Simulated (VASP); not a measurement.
# W4S in VASP: further runs

W4S is run at these levels: PBE; tasks: single point.

All numbers are computed with VASP 6.6.1; they aren't measurements. Logs are shortened: lines on timing, memory, paths and dates and some standing lists are left out, and cuts for length are marked.

## Step 1: The cell of the first run

The cell holds a slab with vacuum, 5 atoms: a = 3.184 Å, b = 3.184 Å, c = 20.143 Å, α = 90.00°, β = 90.00°, γ = 90.00°.

## Step 2: Single point, PBE

The input, INCAR:

```
SYSTEM = W4S
PREC = Accurate ; ENCUT = 520
EDIFF = 1E-7 ; ISMEAR = 0
SIGMA = 0.1 ; LREAL = .False.
LASPH = .True. ; NELM = 80
ALGO = Normal ; ISIF = 2
LWAVE = .False. ; LCHARG = .False.
LDIPOL = .True. ; IDIPOL = 3
DIPOL = 0.5 0.5 0.359 ; GGA = PE
NBANDS = 39
```

The input, KPOINTS:

```
regular mesh
0
Gamma
  8 8 1
  0 0 0
```

The input, POSCAR:

```
W4S
1.0
    3.1836991688      0.0000000000      0.0000000000
    0.0000000000      3.1836991688      0.0000000000
    0.0000000000      0.0000000000     20.1425775749
W S
4 1
Direct
    0.5000000000      0.5000000000      0.1985843165
    0.0000000000      0.0000000000      0.2776134069
    0.5000000000      0.5000000000      0.3599451800
    0.0000000000      0.0000000000      0.4290700901
    0.1250000000      0.2500000000      0.5296740586
```

Potentials or basis: VASP PAW PBE potentials, release 64 (W_sv, S).

Launch:

```sh
$ cat potpaw_PBE.64/W_sv/POTCAR potpaw_PBE.64/S/POTCAR > POTCAR
$ mpirun -np 1 vasp_std > vasp.out
```

OUTCAR:

```text
SYSTEM = W4S
   PREC = Accurate
   ENCUT = 520
   EDIFF = 1E-7
   ISMEAR = 0
   LREAL = .False.
   LASPH = .True.
   NELM = 80
   ISIF = 2
   GGA = PE

 ion  position               nearest neighbor table
   1  0.500  0.500  0.199-   2 2.76   2 2.76   2 2.76   2 2.76   3 3.25
   2  0.000  0.000  0.278-   1 2.76   1 2.76   1 2.76   1 2.76   3 2.80   3 2.80   3 2.80   3 2.80
                             4 3.05
   3  0.500  0.500  0.360-   4 2.65   4 2.65   4 2.65   4 2.65   2 2.80   2 2.80   2 2.80   2 2.80
                             1 3.25
   4  0.000  0.000  0.429-   5 2.21   3 2.65   3 2.65   3 2.65   3 2.65   2 3.05
   5  0.125  0.250  0.530-   4 2.21

  LATTYP: Found a simple tetragonal cell.
 ALAT       =     3.1836991688
 C/A-ratio  =     6.3267841925

  Lattice vectors:

 A1 = (   3.1836991688,   0.0000000000,   0.0000000000)
 A2 = (   0.0000000000,   3.1836991688,   0.0000000000)
 A3 = (   0.0000000000,   0.0000000000,  20.1425775749)

Analysis of symmetry for initial positions (statically):
=====================================================================
 Subroutine PRICEL returns:
 Original cell was already a primitive cell.

 Routine SETGRP: Setting up the symmetry group for a
 simple tetragonal supercell.

 Subroutine GETGRP returns: Found  1 space group operations
 (whereof  1 operations were pure point group operations)
 out of a pool of 16 trial point group operations.

The static configuration has the point symmetry C_1 .

Analysis of symmetry for dynamics (positions and initial velocities):
=====================================================================
 Subroutine PRICEL returns:
 Original cell was already a primitive cell.

 Routine SETGRP: Setting up the symmetry group for a
 simple tetragonal supercell.

 Subroutine GETGRP returns: Found  1 space group operations
 (whereof  1 operations were pure point group operations)
 out of a pool of 16 trial point group operations.

The dynamic configuration has the point symmetry C_1 .

 Subroutine INISYM returns: Found  1 space group operations
 (whereof  1 operations are pure point group operations),
 and found     1 'primitive' translations

----------------------------------------------------------------------------------------

                                     Primitive cell

  volume of cell :     204.1640

  direct lattice vectors                    reciprocal lattice vectors
     3.183699169  0.000000000  0.000000000     0.314100029  0.000000000  0.000000000
     0.000000000  3.183699169  0.000000000     0.000000000  0.314100029  0.000000000
     0.000000000  0.000000000 20.142577575     0.000000000  0.000000000  0.049646079

  length of vectors
     3.183699169  3.183699169 20.142577575     0.314100029  0.314100029  0.049646079

  position of ions in fractional coordinates (direct lattice)
     0.500000000  0.500000000  0.198584317
     0.000000000  0.000000000  0.277613407
     0.500000000  0.500000000  0.359945180
     0.000000000  0.000000000  0.429070090
     0.125000000  0.250000000  0.529674059

  ion indices of the primitive-cell ions
   primitive index   ion index
                 1           1
                 2           2
                 3           3
                 4           4
                 5           5

----------------------------------------------------------------------------------------

 KPOINTS: regular mesh

Automatic generation of k-mesh.
 Grid dimensions read from file:
 generate k-points for:    8    8    1

 Generating k-lattice:

  Cartesian coordinates                     Fractional coordinates (reciprocal lattice)
     0.039262504  0.000000000  0.000000000     0.125000000  0.000000000  0.000000000
     0.000000000  0.039262504  0.000000000     0.000000000  0.125000000  0.000000000
     0.000000000  0.000000000  0.049646079     0.000000000  0.000000000  1.000000000

  Length of vectors
     0.039262504  0.039262504  0.049646079

  Shift w.r.t. Gamma in fractional coordinates (k-lattice)
     0.000000000  0.000000000  0.000000000

 Subroutine IBZKPT returns following result:
 ===========================================

 Found     34 irreducible k-points:

 Following reciprocal coordinates:
            Coordinates               Weight
  0.000000  0.000000  0.000000      1.000000
  0.125000  0.000000  0.000000      2.000000
  0.000000  0.125000  0.000000      2.000000
  0.250000  0.000000  0.000000      2.000000
  0.000000  0.250000  0.000000      2.000000
  0.375000  0.000000  0.000000      2.000000
[... 16 lines left out ...]
 -0.250000  0.250000  0.000000      2.000000
  0.375000  0.250000  0.000000      2.000000
 [... further k-points ...]
   k-points           NKPTS =     34   k-points in BZ     NKDIM =     34   number of bands    NBANDS=     39
   number of dos      NEDOS =    301   number of ions     NIONS =      5
   total plane-waves  NPLWV =  86400
   dimension x,y,z NGX =    24 NGY =   24 NGZ =  150
   dimension x,y,z NGXF=    48 NGYF=   48 NGZF=  300
   ions per type =               4   1
   NGX,Y,Z   is equivalent  to a cutoff of  12.53, 12.53, 12.38 a.u.
   NGXF,Y,Z  is equivalent  to a cutoff of  25.06, 25.06, 24.76 a.u.
 SYSTEM =  W4S
   PREC   = accura    normal or accurate (medium, high low for compatibility)
   ISTART =      0    job   : 0-new  1-cont  2-samecut
   ICHARG =      2    charge: 1-file 2-atom 10-const
   ISPIN  =      1    spin polarized calculation?
   LNONCOLLINEAR =      F non collinear calculations
   LSORBIT =      F    spin-orbit coupling
   LASPH  =      T    aspherical Exc in radial PAW
   ENCUT  =  520.0 eV  38.22 Ry    6.18 a.u.   5.92  5.92 37.45*2*pi/ulx,y,z
   NELM   =     80;   NELMIN=  2; NELMDL= -5     # of ELM steps
   EDIFF  = 0.1E-06   stopping-criterion for ELM
   LREAL  =      F    real-space projection
   EDIFFG = 0.1E-05   stopping-criterion for IOM
   NSW    =      0    number of steps for IOM
   IBRION =     -1    ionic relax: 0-MD 1-quasi-New 2-CG
   NFREE  =      0    steps in history (QN), initial steepest desc. (CG)
   ISIF   =      2    stress and relaxation
   ISYM   =      2    0-nonsym 1-usesym 2-fastsym
   POTIM  = 0.5000    time-step for ionic-motion
   TEBEG  =    0.0;   TEEND  =   0.0 temperature during run
   PSTRESS=    0.0 pullay stress
   NELECT =      62.0000    total number of electrons
   NUPDOWN=      -1.0000    fix difference up-down
   EMIN   =  10.00;   EMAX   =-10.00  energy-range for DOS
   EFERMI =   0.00;   METHOD = LEGACY
   ISMEAR =     0;   SIGMA  =   0.10  broadening in eV -4-tet -1-fermi 0-gaus
   EFERMI_NEDOS =   21; number of points for ismear=-14 and -15
   IALGO  =     38    algorithm
   IMIX   =      4    mixing-type and parameters
     AMIX     =   0.40;   BMIX     =  1.00
     AMIX_MAG =   1.60;   BMIX_MAG =  1.00
  volume/ion in A,a.u.               =      40.83       275.55
  Fermi-wavevector in a.u.,A,eV,Ry     =   1.100388  2.079431 16.474654  1.210853
  Thomas-Fermi vector in A             =   2.236798
   LORBIT       =      0    0 simple, 1 ext, 2 COOP (PROOUT), +10 PAW based schemes
   GGA     = PE    functional components
   LHFCALC =     F    Hartree Fock is set to
   AEXX    =    0.0000 exact exchange contribution
   IVDW    =     0    specifies the selected vdW correction
   LEPSILON=     F    determine dielectric tensor
   LRPA    =     F    only Hartree local field effects (RPA)
 non-spin polarized calculation
 Gauss-broadening in eV      SIGMA  =   0.10
  energy-cutoff  :      520.00
  volume of cell :      204.16
 maximum number of plane-waves:      5576
   NGX = 11   NGY = 11   NGZ = 75

 dipolmoment           0.000000      0.000000     -0.006518 electrons x Angstroem

 number of electron      61.9999993 magnetization

 dipolmoment           0.000000      0.000000      0.070913 electrons x Angstroem

 Free energy of the ion-electron system (eV)
  ---------------------------------------------------
  ext. energy  EPLUGINS =         0.00000000
  ---------------------------------------------------
  free energy    TOTEN  =       -52.12027940 eV

  energy without entropy =      -52.09517073  energy(sigma->0) =      -52.10772506

 E-fermi :   1.1191     XC(G=0):  -6.2205

 val. band max:        1.1094722754   @ k =   0.0000   0.1250   0.0000
 cond. band min:       1.1528360096   @ k =   0.2500   0.0000   0.0000
 fundamental gap:      0.0433637342
 Fermi energy:         1.1190757988

 k-point     1 :       0.0000    0.0000    0.0000
  band No.  band energies     occupation
      1     -72.7791      2.00000
      2     -72.7484      2.00000
      3     -72.6529      2.00000
      4     -72.4787      2.00000
      5     -37.2264      2.00000
      6     -37.2035      2.00000
[... 31 lines left out ...]
     38       4.0265      0.00000
     39       4.3486      0.00000

 k-point     2 :       0.1250    0.0000    0.0000
  band No.  band energies     occupation
      1     -72.7721      2.00000
      2     -72.7443      2.00000
      3     -72.6553      2.00000
      4     -72.4828      2.00000
      5     -37.3066      2.00000
      6     -37.2205      2.00000
[... 31 lines left out ...]
     38       3.6197      0.00000
     39       3.7099      0.00000

 k-point     3 :       0.0000    0.1250    0.0000
  band No.  band energies     occupation
      1     -72.7721      2.00000
      2     -72.7443      2.00000
      3     -72.6553      2.00000
      4     -72.4828      2.00000
      5     -37.3130      2.00000
      6     -37.2207      2.00000
[... 31 lines left out ...]
     38       3.5664      0.00000
     39       3.9154      0.00000

 k-point     4 :       0.2500    0.0000    0.0000
  band No.  band energies     occupation
      1     -72.7539      2.00000
      2     -72.7335      2.00000
      3     -72.6626      2.00000
      4     -72.4936      2.00000
      5     -37.4148      2.00000
      6     -37.3162      2.00000
[... 31 lines left out ...]
     38       3.6195      0.00000
     39       3.8006      0.00000
[... 754 lines left out ...]
     38       3.9937      0.00000
     39       4.2059      0.00000

 k-point    23 :      -0.2500    0.2500    0.0000
  band No.  band energies     occupation
      1     -72.7372      2.00000
      2     -72.7222      2.00000
      3     -72.6683      2.00000
      4     -72.5000      2.00000
      5     -37.3762      2.00000
      6     -37.3504      2.00000
[... 31 lines left out ...]
     38       3.9837      0.00000
     39       4.2430      0.00000

 k-point    24 :       0.3750    0.2500    0.0000
  band No.  band energies     occupation
      1     -72.7247      2.00000
      2     -72.7111      2.00000
      3     -72.6756      2.00000
      4     -72.5050      2.00000
      5     -37.4449      2.00000
      6     -37.3577      2.00000
[... 31 lines left out ...]
     38       4.2703      0.00000
     39       4.4202      0.00000

 [... further k-points ...]

------------------------ aborting loop because EDIFF is reached ----------------------------------------

 vacuum level on the upper side and lower side of the slab       (xc-potential included)         0.491        -0.808

  FORCE on cell =-STRESS in cart. coord.  units (eV):
  Direction    XX          YY          ZZ          XY          YZ          ZX
  --------------------------------------------------------------------------------------
  -------------------------------------------------------------------------------------
  Total       -3.0882519     -4.0044496      0.1925378      0.6541993      1.1815213      0.0545269
  in kB      -24.2350662    -31.4249303      1.5109413      5.1338313      9.2719921      0.4278996
  external PRESSURE =     -18.0496851 kB  Pullay stress =       0.0000000 kB

 VOLUME and BASIS-vectors are now :
 -----------------------------------------------------------------------------
  energy-cutoff  :      520.00
  volume of cell :      204.16
      direct lattice vectors                 reciprocal lattice vectors
     3.183699169  0.000000000  0.000000000     0.314100029  0.000000000  0.000000000
     0.000000000  3.183699169  0.000000000     0.000000000  0.314100029  0.000000000
     0.000000000  0.000000000 20.142577575     0.000000000  0.000000000  0.049646079

 POSITION                                       TOTAL-FORCE (eV/Angst)
 -----------------------------------------------------------------------------------
      1.59185      1.59185      4.00000         0.060147     -0.008834      2.026169
      0.00000      0.00000      5.59185        -0.027982      0.071331     -2.204662
      1.59185      1.59185      7.25022        -0.242344     -0.490397     -2.110988
      0.00000      0.00000      8.64258         0.254011      0.094507      2.296655
      0.39796      0.79592     10.66900        -0.043831      0.333393     -0.007173
 -----------------------------------------------------------------------------------
    total drift:                               -0.000003     -0.000003     -0.000340

  FREE ENERGIE OF THE ION-ELECTRON SYSTEM (eV)
  ---------------------------------------------------
  free  energy   TOTEN  =       -52.1202793989 eV

  energy  without entropy=      -52.0951707301  energy(sigma->0) =      -52.10772506

 vacuum level on the upper side and lower side of the slab         6.497         5.166
```

Run time: 8.3 min. Hardware: 1 thread of Intel Xeon 6975P-C, shared host; peak memory 0.4 GiB.

Results:

```yaml
Free_energy: -52.1203 eV
Largest_force: 2.313 eV/Å
Band_gap_on_the_k_mesh: zero (band 31 reaches 2.90 eV, above the bottom of band 32 at 0.97 eV)
```

Forces on the atoms (eV/Å):
```
W    0.060 -0.009  2.026
W   -0.028  0.071 -2.205
W   -0.242 -0.490 -2.111
W    0.254  0.095  2.297
S   -0.044  0.333 -0.007
```

Levels at points of the mesh, in eV from the Fermi level:
| k point | band 27 | band 28 | band 29 | band 30 | band 31 | band 32 | band 33 | band 34 | band 35 | band 36 |
| --- | --- | --- | --- | --- | --- | --- | --- | --- | --- | --- |
| (0.00, 0.00, 0.00) | -0.75 | -0.71 | -0.57 | -0.30 | -0.18 | 0.18 | 0.32 | 0.81 | 1.03 | 1.42 |
| (0.50, 0.00, 0.00) | -1.61 | -0.82 | -0.59 | -0.34 | 0.43 | 0.49 | 0.70 | 1.01 | 1.97 | 2.53 |
| (0.00, 0.50, 0.00) | -1.63 | -0.94 | -0.63 | -0.17 | 0.43 | 0.47 | 0.80 | 1.10 | 2.12 | 2.52 |
| (0.50, 0.50, 0.00) | -2.14 | -1.86 | -0.99 | -0.58 | 1.78 | 2.01 | 2.04 | 2.42 | 2.79 | 2.80 |

Caveat: spin-orbit coupling is left out, which moves the levels of the heavy elements.

## Step 3: Single point, PBE

The input, INCAR:

```
SYSTEM = W4S
PREC     = Accurate       ! precision mode
ENCUT    = 520            ! plane-wave cutoff, eV
EDIFF    = 1E-6           ! SCF threshold, eV
ISMEAR   = 0              ! smearing method
SIGMA    = 0.1            ! smearing width, eV
LREAL    = .FALSE.        ! projectors in reciprocal space
LASPH    = .TRUE.         ! aspherical terms in the spheres
NELM     = 100            ! most SCF steps
ALGO     = Normal         ! electronic algorithm
ISIF     = 2              ! what is computed and relaxed
LWAVE    = .FALSE.        ! write WAVECAR
LCHARG   = .TRUE.         ! write CHGCAR
LDIPOL   = .TRUE.       
IDIPOL   = 3            
DIPOL    = 0.5 0.5 0.356
GGA      = PE             ! functional
LELF     = .TRUE.         ! ELF
LVHAR    = .TRUE.       
LVACPOTAV= .TRUE.       
NBANDS   = 39             ! bands
```

The input, KPOINTS:

```
Automatic mesh
0
G
  8 8 1
  0 0 0
```

Edit POSCAR of step 2 so:

```diff
@@ -12,2 +12,2 @@
     0.0000000000      0.0000000000      0.4290700901
-    0.1250000000      0.2500000000      0.5296740586
+    0.2500000000      0.3750000000      0.5150382425
```

Potentials or basis: VASP PAW PBE potentials, release 64 (W_sv, S).

Launch:

```sh
$ cat potpaw_PBE.64/W_sv/POTCAR potpaw_PBE.64/S/POTCAR > POTCAR
$ mpirun -np 1 vasp_std > vasp.out
```

Wall time 6.4 min (1 thread of Intel Xeon 6975P-C, shared host); peak memory 0.4 GiB.

The run converged. Its results:

* Free energy: -52.4030 eV
* Largest force: 2.210 eV/Å
* Band gap on the k mesh: zero (band 31 reaches 2.63 eV, above the bottom of band 32 at 1.12 eV)

Forces in eV/Å, atoms in the order of the input:
```
W   -0.031 -0.151  2.128
W    0.075  0.134 -2.115
W   -0.418 -0.250 -2.146
W    0.177 -0.623  2.113
S    0.197  0.890  0.020
```

Levels at points of the mesh, in eV from the Fermi level:
```tsv
k point	band 27	band 28	band 29	band 30	band 31	band 32	band 33	band 34	band 35	band 36
(0.00, 0.00, 0.00)	-0.83	-0.75	-0.62	-0.28	-0.21	0.15	0.20	0.74	0.99	1.23
(0.50, 0.00, 0.00)	-1.64	-1.08	-0.73	-0.44	0.12	0.46	0.94	1.06	1.93	2.21
(0.00, 0.50, 0.00)	-1.70	-0.94	-0.62	-0.54	-0.09	0.44	1.11	1.18	2.10	2.51
(0.50, 0.50, 0.00)	-2.24	-1.35	-0.99	-0.34	1.40	1.98	2.09	2.16	2.65	2.74
```

Caveat: spin-orbit coupling is left out, which moves the levels of the heavy elements.
